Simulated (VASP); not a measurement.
# AlP (F-43m) in VASP: further runs

AlP is run at these levels: PBE; tasks: relaxation of cell and atoms.

Program: VASP 6.6.1. These are calculated values, not measurements. Logs are shortened: lines on timing, memory, paths and dates and some standing lists are left out, and cuts for length are marked.

### 1 The cell of the first run

Symmetry: F-43m, No. 216, cubic system. The conventional cell has a = 5.451 Å, b = 5.451 Å, c = 5.451 Å, α = 90.00°, β = 90.00°, γ = 90.00°. Within 3.1 Å of Al (site symmetry -43m) lie 4 P at 2.36 Å. Within 3.1 Å of P (site symmetry -43m) lie 4 Al at 2.36 Å.

### 2 Relaxation of cell and atoms, PBE, target pressure 10 GPa, at which the enthalpy is minimised

Contents of INCAR:

```
PREC = Accurate
ENCUT = 500
EDIFF = 1E-7
ISMEAR = 0
SIGMA = 0.01
LREAL = False
LASPH = True
NELM = 120
ALGO = Normal
ISIF = 3
LWAVE = False
LCHARG = False
GGA = PE
IBRION = 2
NSW = 60
EDIFFG = -0.05
PSTRESS = 100.0
GGA_COMPAT = False
NELMIN = 4
```

Contents of KPOINTS:

```
regular mesh
0
Gamma
  6 6 6
```

Contents of POSCAR:

```
AlP
1.0
    0.0000000000      2.7255000000      2.7255000000
    2.7255000000      0.0000000000      2.7255000000
    2.7255000000      2.7255000000      0.0000000000
Al P
1 1
Direct
    0.0000000000      0.0000000000      0.0000000000
    0.2500000000      0.2500000000      0.2500000000
```

Potentials or basis: VASP PAW PBE potentials, release 64 (Al, P).

The run is started by

```bash
> cat potpaw_PBE.64/Al/POTCAR potpaw_PBE.64/P/POTCAR > POTCAR
> mpirun -np 1 vasp_std > vasp.out
```

OUTCAR:

```text
PREC = Accurate
   ENCUT = 500
   EDIFF = 1E-7
   ISMEAR = 0
   LREAL = False
   LASPH = True
   NELM = 120
   ISIF = 3
   GGA = PE
   IBRION = 2
   NSW = 60
   EDIFFG = -0.05
   PSTRESS = 100.0
   NELMIN = 4

 ion  position               nearest neighbor table
   1  0.000  0.000  0.000-   2 2.36   2 2.36   2 2.36   2 2.36
   2  0.250  0.250  0.250-   1 2.36   1 2.36   1 2.36   1 2.36

  LATTYP: Found a face centered cubic cell.
 ALAT       =     5.4510000000

  Lattice vectors:

 A1 = (   0.0000000000,   2.7255000000,   2.7255000000)
 A2 = (   2.7255000000,   0.0000000000,   2.7255000000)
 A3 = (   2.7255000000,   2.7255000000,   0.0000000000)

Analysis of symmetry for initial positions (statically):
=====================================================================
 Subroutine PRICEL returns:
 Original cell was already a primitive cell.

 Routine SETGRP: Setting up the symmetry group for a
 face centered cubic supercell.

 Subroutine GETGRP returns: Found 24 space group operations
 (whereof 24 operations were pure point group operations)
 out of a pool of 48 trial point group operations.

The static configuration has the point symmetry T_d .

Analysis of symmetry for dynamics (positions and initial velocities):
=====================================================================
 Subroutine PRICEL returns:
 Original cell was already a primitive cell.

 Routine SETGRP: Setting up the symmetry group for a
 face centered cubic supercell.

 Subroutine GETGRP returns: Found 24 space group operations
 (whereof 24 operations were pure point group operations)
 out of a pool of 48 trial point group operations.

The dynamic configuration has the point symmetry T_d .

 Subroutine INISYM returns: Found 24 space group operations
 (whereof 24 operations are pure point group operations),
 and found     1 'primitive' translations

----------------------------------------------------------------------------------------

                                     Primitive cell

  volume of cell :      40.4919

  direct lattice vectors                    reciprocal lattice vectors
     0.000000000  2.725500000  2.725500000    -0.183452578  0.183452578  0.183452578
     2.725500000  0.000000000  2.725500000     0.183452578 -0.183452578  0.183452578
     2.725500000  2.725500000  0.000000000     0.183452578  0.183452578 -0.183452578

  length of vectors
     3.854439064  3.854439064  3.854439064     0.317749185  0.317749185  0.317749185

  position of ions in fractional coordinates (direct lattice)
     0.000000000  0.000000000  0.000000000
     0.250000000  0.250000000  0.250000000

  ion indices of the primitive-cell ions
   primitive index   ion index
                 1           1
                 2           2

----------------------------------------------------------------------------------------

 KPOINTS: regular mesh

Automatic generation of k-mesh.
 Grid dimensions read from file:
 generate k-points for:    6    6    6

 Generating k-lattice:

  Cartesian coordinates                     Fractional coordinates (reciprocal lattice)
    -0.030575430  0.030575430  0.030575430     0.166666667  0.000000000  0.000000000
     0.030575430 -0.030575430  0.030575430     0.000000000  0.166666667  0.000000000
     0.030575430  0.030575430 -0.030575430     0.000000000  0.000000000  0.166666667

  Length of vectors
     0.052958198  0.052958198  0.052958198

  Shift w.r.t. Gamma in fractional coordinates (k-lattice)
     0.000000000  0.000000000  0.000000000

 Subroutine IBZKPT returns following result:
 ===========================================

 Found     16 irreducible k-points:

 Following reciprocal coordinates:
            Coordinates               Weight
  0.000000  0.000000  0.000000      1.000000
  0.166667  0.000000  0.000000      8.000000
  0.333333  0.000000  0.000000      8.000000
  0.500000  0.000000  0.000000      4.000000
  0.166667  0.166667  0.000000      6.000000
  0.333333  0.166667  0.000000     24.000000
[... 8 lines left out ...]
 -0.333333  0.333333  0.166667     24.000000
 -0.333333  0.500000  0.166667     12.000000
   k-points           NKPTS =     16   k-points in BZ     NKDIM =     16   number of bands    NBANDS=      8
   number of dos      NEDOS =    301   number of ions     NIONS =      2
   total plane-waves  NPLWV =  21952
   dimension x,y,z NGX =    28 NGY =   28 NGZ =   28
   dimension x,y,z NGXF=    56 NGYF=   56 NGZF=   56
   ions per type =               1   1
   NGX,Y,Z   is equivalent  to a cutoff of  12.08, 12.08, 12.08 a.u.
   NGXF,Y,Z  is equivalent  to a cutoff of  24.15, 24.15, 24.15 a.u.
 SYSTEM =  unknown system
   PREC   = accura    normal or accurate (medium, high low for compatibility)
   ISTART =      0    job   : 0-new  1-cont  2-samecut
   ICHARG =      2    charge: 1-file 2-atom 10-const
   ISPIN  =      1    spin polarized calculation?
   LNONCOLLINEAR =      F non collinear calculations
   LSORBIT =      F    spin-orbit coupling
   LASPH  =      T    aspherical Exc in radial PAW
   ENCUT  =  500.0 eV  36.75 Ry    6.06 a.u.   7.03  7.03  7.03*2*pi/ulx,y,z
   NELM   =    120;   NELMIN=  4; NELMDL= -5     # of ELM steps
   EDIFF  = 0.1E-06   stopping-criterion for ELM
   LREAL  =      F    real-space projection
   EDIFFG = -.5E-01   stopping-criterion for IOM
   NSW    =     60    number of steps for IOM
   IBRION =      2    ionic relax: 0-MD 1-quasi-New 2-CG
   NFREE  =      1    steps in history (QN), initial steepest desc. (CG)
   ISIF   =      3    stress and relaxation
   ISYM   =      2    0-nonsym 1-usesym 2-fastsym
   POTIM  = 0.5000    time-step for ionic-motion
   TEBEG  =    0.0;   TEEND  =   0.0 temperature during run
   PSTRESS=  100.0 pullay stress
   NELECT =       8.0000    total number of electrons
   NUPDOWN=      -1.0000    fix difference up-down
   EMIN   =  10.00;   EMAX   =-10.00  energy-range for DOS
   EFERMI =   0.00;   METHOD = LEGACY
   ISMEAR =     0;   SIGMA  =   0.01  broadening in eV -4-tet -1-fermi 0-gaus
   EFERMI_NEDOS =   21; number of points for ismear=-14 and -15
   IALGO  =     38    algorithm
   IMIX   =      4    mixing-type and parameters
     AMIX     =   0.40;   BMIX     =  1.00
     AMIX_MAG =   1.60;   BMIX_MAG =  1.00
  volume/ion in A,a.u.               =      20.25       136.63
  Fermi-wavevector in a.u.,A,eV,Ry     =   0.953488  1.801831 12.369596  0.909140
  Thomas-Fermi vector in A             =   2.082148
   LORBIT       =      0    0 simple, 1 ext, 2 COOP (PROOUT), +10 PAW based schemes
   GGA     = PE    functional components
   LHFCALC =     F    Hartree Fock is set to
   AEXX    =    0.0000 exact exchange contribution
   IVDW    =     0    specifies the selected vdW correction
   LEPSILON=     F    determine dielectric tensor
   LRPA    =     F    only Hartree local field effects (RPA)
 conjugate gradient relaxation of ions
 non-spin polarized calculation
 Gauss-broadening in eV      SIGMA  =   0.01
  energy-cutoff  :      500.00
  volume of cell :       40.49
 maximum number of plane-waves:      1056
   NGX = 13   NGY = 13   NGZ = 13

--------------------------------------- Ionic step        1  -------------------------------------------

 number of electron       8.0000000 magnetization

 Free energy of the ion-electron system (eV)
  ---------------------------------------------------
  ext. energy  EPLUGINS =         0.00000000
  ---------------------------------------------------
  free energy    TOTEN  =       -10.35906983 eV

  energy without entropy =      -10.35906983  energy(sigma->0) =      -10.35906983

------------------------ aborting loop because EDIFF is reached ----------------------------------------

  FORCE on cell =-STRESS in cart. coord.  units (eV):
  Direction    XX          YY          ZZ          XY          YZ          ZX
  --------------------------------------------------------------------------------------
  -------------------------------------------------------------------------------------
  Total        0.6759016      0.6759016      0.6759016      0.0000000      0.0000000      0.0000000
  in kB       26.7439470     26.7439470     26.7439470      0.0000000      0.0000000      0.0000000
  external PRESSURE =     -73.2560530 kB  Pullay stress =     100.0000000 kB

 VOLUME and BASIS-vectors are now :
 -----------------------------------------------------------------------------
  energy-cutoff  :      500.00
  volume of cell :       40.49
      direct lattice vectors                 reciprocal lattice vectors
     0.000000000  2.725500000  2.725500000    -0.183452578  0.183452578  0.183452578
     2.725500000  0.000000000  2.725500000     0.183452578 -0.183452578  0.183452578
     2.725500000  2.725500000  0.000000000     0.183452578  0.183452578 -0.183452578

 POSITION                                       TOTAL-FORCE (eV/Angst)
 -----------------------------------------------------------------------------------
      0.00000      0.00000      0.00000        -0.000000     -0.000000     -0.000000
      1.36275      1.36275      1.36275         0.000000      0.000000      0.000000
 -----------------------------------------------------------------------------------
    total drift:                                0.000000      0.000000      0.000000

  FREE ENERGIE OF THE ION-ELECTRON SYSTEM (eV)
  ---------------------------------------------------
  free  energy   TOTEN  =       -10.3590698295 eV
[... 19 lines left out ...]
 VOLUME and BASIS-vectors are now :
 -----------------------------------------------------------------------------
  energy-cutoff  :      500.00
  volume of cell :       35.31
      direct lattice vectors                 reciprocal lattice vectors
     0.000000000  2.603783664  2.603783664    -0.192028242  0.192028242  0.192028242
     2.603783664  0.000000000  2.603783664     0.192028242 -0.192028242  0.192028242
     2.603783664  2.603783664  0.000000000     0.192028242  0.192028242 -0.192028242

 POSITION                                       TOTAL-FORCE (eV/Angst)
 -----------------------------------------------------------------------------------
      5.20757      5.20757      5.20757        -0.000000      0.000000     -0.000000
      1.30189      1.30189      1.30189         0.000000     -0.000000      0.000000
 -----------------------------------------------------------------------------------
    total drift:                                0.000000      0.000000      0.000000

  FREE ENERGIE OF THE ION-ELECTRON SYSTEM (eV)
  ---------------------------------------------------
  free  energy   TOTEN  =       -10.0289069016 eV

  energy  without entropy=      -10.0289069016  energy(sigma->0) =      -10.02890690

  enthalpy is  TOTEN    =        -7.8253000860 eV   P V=        2.2036068156

--------------------------------------- Ionic step        3  -------------------------------------------

 number of electron       7.9999999 magnetization

 Free energy of the ion-electron system (eV)
  ---------------------------------------------------
  ext. energy  EPLUGINS =         0.00000000
  ---------------------------------------------------
  free energy    TOTEN  =       -10.25875900 eV

  energy without entropy =      -10.25875900  energy(sigma->0) =      -10.25875900

 E-fermi :   5.3461     XC(G=0):  -9.4911

 val. band max:        5.2711670260   @ k =   0.0000   0.0000   0.0000
 cond. band min:       6.6935766758   @ k =   0.5000   0.5000   0.0000
 fundamental gap:      1.4224096498
 Fermi energy:         5.3460915369

 k-point     1 :       0.0000    0.0000    0.0000
  band No.  band energies     occupation
      1      -6.6663      2.00000
      2       5.2712      2.00000
      3       5.2712      2.00000
      4       5.2712      2.00000
      5       9.2057      0.00000
      6       9.9287      0.00000
      7       9.9287      0.00000
      8       9.9287      0.00000

 k-point     2 :       0.1667    0.0000    0.0000
  band No.  band energies     occupation
      1      -6.3371      2.00000
      2       3.3404      2.00000
      3       5.0125      2.00000
      4       5.0125      2.00000
      5       9.2241      0.00000
      6      10.3890      0.00000
      7      10.3890      0.00000
      8      11.3698      0.00000

 k-point     3 :       0.3333    0.0000    0.0000
  band No.  band energies     occupation
      1      -5.4686      2.00000
      2       0.7119      2.00000
      3       4.6213      2.00000
      4       4.6213      2.00000
      5       8.5989      0.00000
      6      10.3710      0.00000
      7      10.3710      0.00000
      8      13.5815      0.00000
[... 154 lines left out ...]
 VOLUME and BASIS-vectors are now :
 -----------------------------------------------------------------------------
  energy-cutoff  :      500.00
  volume of cell :       37.85
      direct lattice vectors                 reciprocal lattice vectors
     0.000000000  2.664943345  2.664943345    -0.187621249  0.187621249  0.187621249
     2.664943345  0.000000000  2.664943345     0.187621249 -0.187621249  0.187621249
     2.664943345  2.664943345  0.000000000     0.187621249  0.187621249 -0.187621249

 POSITION                                       TOTAL-FORCE (eV/Angst)
 -----------------------------------------------------------------------------------
      0.00000      0.00000      0.00000        -0.000000     -0.000000      0.000000
      1.33247      1.33247      1.33247         0.000000      0.000000     -0.000000
 -----------------------------------------------------------------------------------
    total drift:                                0.000000      0.000000      0.000000

  FREE ENERGIE OF THE ION-ELECTRON SYSTEM (eV)
  ---------------------------------------------------
  free  energy   TOTEN  =       -10.2587590017 eV

  energy  without entropy=      -10.2587590017  energy(sigma->0) =      -10.25875900

  enthalpy is  TOTEN    =        -7.8961962371 eV   P V=        2.3625627646

 reached required accuracy - stopping structural energy minimisation
```

Wall time 26 s (1 thread of AMD EPYC 7R13, shared host); peak memory 0.12 GiB.

Results:

```
Free energy                                            : -10.2588 eV
Relaxed volume                                         : 18.93 Å³/atom
Relaxed cell                                           : a = 3.769 Å, b = 3.769 Å, c = 3.769 Å, α = 60.00°, β = 60.00°, γ = 60.00°
Space group after relaxing (to 0.05 Å)                 : F-43m (No. 216)
Energy change on relaxing (the enthalpy is what falls) : +50.2 meV/atom
Ionic steps                                            : 3
Pressure after relaxing                                : 9.9 GPa
Band gap on the k mesh                                 : 1.42 eV, indirect (least direct gap 3.68 eV)
```

Step by step:
| step | energy change (eV) | largest force (eV/Å) | pressure (GPa) | volume (Å³) |
| --- | --- | --- | --- | --- |
| 1 | 0.0000 | 0.0000 | 2.67 | 40.49 |
| 2 | 0.3302 | 0.0000 | 19.54 | 35.31 |
| 3 | 0.1003 | 0.0000 | 9.91 | 37.85 |

Final structure:
```
Al P
1.0
     0.00000    2.66494    2.66494
     2.66494    0.00000    2.66494
     2.66494    2.66494    0.00000
Al P
1 1
Direct
  0.00000 0.00000 0.00000
  0.25000 0.25000 0.25000
```

Caveat: the cell is relaxed towards a set pressure, so the enthalpy falls and the energy may rise. A k mesh can miss the band edges.

### 3 Relaxation of cell and atoms, PBE, target pressure 20 GPa, at which the enthalpy is minimised

Contents of INCAR:

```
SYSTEM = AlP
PREC = Accurate
ENCUT = 500
EDIFF = 1E-7
ISMEAR = 0
SIGMA = 0.01
LREAL = .False.
LASPH = .True.
NELM = 120
ALGO = Normal
ISIF = 3
LWAVE = .False.
LCHARG = .False.
GGA = PE
IBRION = 2
NSW = 60
EDIFFG = -0.05
PSTRESS = 200.0
GGA_COMPAT = .False.
NELMIN = 4
```

Contents of KPOINTS:

```
Automatic mesh
0
Gamma
  6 6 6
  0 0 0
```

POSCAR is that of step 2.

Potentials or basis: VASP PAW PBE potentials, release 64 (Al, P).

The run is started by

```bash
> cat potpaw_PBE.64/Al/POTCAR potpaw_PBE.64/P/POTCAR > POTCAR
> mpirun -np 1 vasp_std > vasp.out
```

Wall time 36 s (1 thread of AMD EPYC 7R13, shared host); peak memory 0.12 GiB.

The run converged. Its results:

- Free energy: -10.0210 eV
- Relaxed volume: 17.62 Å³/atom
- Relaxed cell: a = 3.680 Å, b = 3.680 Å, c = 3.680 Å, α = 60.00°, β = 60.00°, γ = 60.00°
- Space group after relaxing (to 0.05 Å): F-43m (No. 216)
- Energy change on relaxing (the enthalpy is what falls): +169.0 meV/atom
- Ionic steps: 4
- Pressure after relaxing: 19.8 GPa
- Band gap on the k mesh: 1.25 eV, indirect (least direct gap 3.66 eV)

The path:
```csv
step,energy change (eV),largest force (eV/Å),pressure (GPa),volume (Å³)
1,0.0000,0.0000,2.67,40.49
2,1.8427,0.0000,62.90,28.97
3,0.3125,0.0000,18.89,35.45
4,0.3381,0.0000,19.82,35.24
```

Final structure:
```xyz
2
Lattice="0.0000 2.6022 2.6022 2.6022 0.0000 2.6022 2.6022 2.6022 0.0000" Properties=species:S:1:pos:R:3 pbc="T T T"
Al    5.2044    5.2044    5.2044
P     1.3011    1.3011    1.3011
```

Levels at points of the mesh, in eV from the valence-band top:
```
           k point  band 2  band 3  band 4  band 5  band 6  band 7
(0.00, 0.00, 0.00)    0.00    0.00    0.00    4.57    4.75    4.75
(0.50, 0.00, 0.00)   -6.22   -0.85   -0.85    3.35    4.82    4.82
(0.50, 0.50, 0.00)   -5.84   -2.41   -2.41    1.25    2.38   12.28
```

Caveat: the cell is relaxed towards a set pressure, so the enthalpy falls and the energy may rise. A k mesh can miss the band edges.
